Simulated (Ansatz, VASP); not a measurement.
NbRu: VASP beside Ansatz

```
Nb Ru
1.0
     3.12032    0.00000    0.00000
     0.00000    3.12032    0.00000
     0.00000    0.00000    3.18400
Nb Ru
1 1
Direct
  0.00000 0.00000 0.00000
  0.50000 0.50000 0.50000
```

Change from the starting cell: equal xx and yy strain of -2 %.

Alike in both runs: task single point; functional PBEsol; k mesh 11 × 11 × 11; occupations fermi-dirac, width 0.03 eV; no spin polarisation.

|  | VASP | Ansatz |
| --- | --- | --- |
| version | VASP 6.6.1 | Ansatz 0.2.0 |
| potentials or method | VASP PAW PBE potentials, release 64 (Nb_sv, Ru_pv), cutoff 520 eV | all-electron LAPW, scalar-relativistic |

|  | VASP | Ansatz | Ansatz less VASP |
| --- | --- | --- | --- |
| pressure (GPa) | -0.9 | -0.6 | +0.28 |
| traceless stress, the component that is largest in VASP (GPa) | 1.65 | 1.64 | -0.005 |

VASP's potentials were made for PBE, not for PBEsol. Ansatz ran all-electron here, and VASP with PAW potentials.
